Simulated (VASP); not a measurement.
Here is a VASP 6.6.1 calculation.

INCAR

```
SYSTEM = HfSi53
PREC = Accurate
ENCUT = 520
EDIFF = 1E-7
ISMEAR = 0
SIGMA = 0.01
LREAL = Auto
LASPH = .True.
NELM = 150
ALGO = Normal
ISIF = 2
LWAVE = .False.
LCHARG = .False.
ISPIN = 2
MAGMOM = 0.2 0 0 0 0 0 0 0 0 0 0 0 0 0 0 0 0 0 0 0 0 0 0 0 0 0 0 0.2 0 0 0 0 0 0 0 0 0 0 0 0 0 0 0 0 0 0.2 0.2 0 0.2 0 0 0 0 0
LORBIT = 11
LMAXMIX = 4
GGA = PE
NELECT = 223.0
NBANDS = 148
```

The input KPOINTS:

```
regular mesh
0
Gamma
  1 1 1
  0 0 0
```

POSCAR

```
HfSi53
1.0
   -8.2051404885     -8.2051404885      0.0000000000
   -8.2051404885      0.0000000000     -8.2051404885
    0.0000000000     -8.2051404885     -8.2051404885
Hf Si
1 53
Direct
    0.5833333333      0.5833333333      0.5833333333
    0.2493190470      0.5822428236      0.5822428236
    0.9195286391      0.5822428236      0.5822428236
    0.5822428236      0.2493190470      0.5822428236
    0.2499998619      0.2499998619      0.5833337477
    0.9195286391      0.2493190470      0.5822428236
    0.5822428236      0.9195286391      0.5822428236
    0.2493190470      0.9195286391      0.5822428236
    0.9165890565      0.9165890565      0.5835661638
    0.5822428236      0.5822428236      0.2493190470
    0.2499998619      0.5833337477      0.2499998619
    0.9195286391      0.5822428236      0.2493190470
    0.5833337477      0.2499998619      0.2499998619
    0.2499998619      0.2499998619      0.2499998619
    0.9167005331      0.2499661336      0.2499661336
    0.5822428236      0.9195286391      0.2493190470
    0.2499661336      0.9167005331      0.2499661336
    0.9167005331      0.9167005331      0.2499661336
    0.5822428236      0.5822428236      0.9195286391
    0.2493190470      0.5822428236      0.9195286391
    0.9165890565      0.5835661638      0.9165890565
    0.5822428236      0.2493190470      0.9195286391
    0.2499661336      0.2499661336      0.9167005331
    0.9167005331      0.2499661336      0.9167005331
    0.5835661638      0.9165890565      0.9165890565
    0.2499661336      0.9167005331      0.9167005331
    0.9165890565      0.9165890565      0.9165890565
    0.6740721946      0.6740721946      0.3111167495
    0.3331300648      0.6671432023      0.3331300648
    0.9999300014      0.6671432023      0.3331300648
    0.6671432023      0.3331300648      0.3331300648
    0.3333333333      0.3333333333      0.3333333333
    0.9999300014      0.3331300648      0.3331300648
    0.6671432023      0.9999300014      0.3331300648
    0.3331300648      0.9999300014      0.3331300648
    0.9998677303      0.9998677303      0.3337301424
    0.6655796444      0.6655796444      0.0010870223
    0.3331300648      0.6671432023     -0.0000699986
    1.0010870223      0.6655796444      0.0010870223
    0.6671432023      0.3331300648     -0.0000699986
    0.3331300648      0.3331300648     -0.0000699986
    0.9998677303      0.3337301424     -0.0001322697
    0.6655796444      1.0010870223      0.0010870223
    0.3337301424      0.9998677303     -0.0001322697
    0.9998677303      0.9998677303     -0.0001322697
    0.6740721946      0.6740721946      0.6740721946
    0.3111167495      0.6740721946      0.6740721946
    1.0010870223      0.6655796444      0.6655796444
    0.6740721946      0.3111167495      0.6740721946
    0.3331300648      0.3331300648      0.6671432023
    0.9999300014      0.3331300648      0.6671432023
    0.6655796444      1.0010870223      0.6655796444
    0.3331300648      0.9999300014      0.6671432023
    1.0010870223      1.0010870223      0.6655796444
```

Potentials or basis: VASP PAW PBE potentials, release 64 (Hf_pv, Si).

The run is started by

```bash
$ cat potpaw_PBE.64/Hf_pv/POTCAR potpaw_PBE.64/Si/POTCAR > POTCAR
$ mpirun -np 1 vasp_gam > vasp.out
```

Task: Estimate the largest force.

Result: 0.015 eV/Å.

Task: Predict the net moment.

Result: 1.00 μB per cell.

Forces in eV/Å, atoms in the order of the input:
```
Hf   0.000  0.000  0.000
Si  -0.003 -0.003 -0.008
Si   0.003  0.003 -0.008
Si  -0.003 -0.008 -0.003
Si  -0.002  0.002  0.002
Si   0.008  0.003 -0.003
Si   0.003 -0.008  0.003
Si   0.008 -0.003  0.003
Si  -0.002  0.002  0.002
Si  -0.008 -0.003 -0.003
Si   0.002 -0.002  0.002
Si   0.003  0.008 -0.003
Si   0.002  0.002 -0.002
Si  -0.002 -0.002 -0.002
Si   0.000  0.000  0.000
Si   0.003 -0.003  0.008
Si   0.000  0.000  0.000
Si   0.000  0.000  0.000
Si  -0.008  0.003  0.003
Si  -0.003  0.008  0.003
Si   0.002 -0.002  0.002
Si  -0.003  0.003  0.008
Si   0.000  0.000  0.000
Si   0.000  0.000  0.000
Si   0.002  0.002 -0.002
Si   0.000  0.000  0.000
Si  -0.002 -0.002 -0.002
Si  -0.009  0.009  0.009
Si  -0.002  0.000 -0.002
Si   0.000  0.002 -0.002
Si  -0.002 -0.002  0.000
Si   0.000  0.000  0.000
Si   0.002  0.002  0.000
Si   0.000 -0.002  0.002
Si   0.002  0.000  0.002
Si   0.004 -0.004 -0.004
Si   0.006  0.000  0.000
Si  -0.002  0.002  0.000
Si   0.000 -0.006  0.000
Si  -0.002  0.000  0.002
Si   0.000  0.002  0.002
Si  -0.004  0.004 -0.004
Si   0.000  0.000 -0.006
Si  -0.004 -0.004  0.004
Si   0.004  0.004  0.004
Si  -0.009 -0.009 -0.009
Si   0.009  0.009 -0.009
Si   0.000  0.000  0.006
Si   0.009 -0.009  0.009
Si   0.000 -0.002 -0.002
Si   0.002  0.000 -0.002
Si   0.000  0.006  0.000
Si   0.002 -0.002  0.000
Si  -0.006  0.000  0.000
```

Caveat: the k points lie up to 0.66 Å⁻¹ apart; the cell carries a net charge on a neutralising background, which shifts energy and pressure.
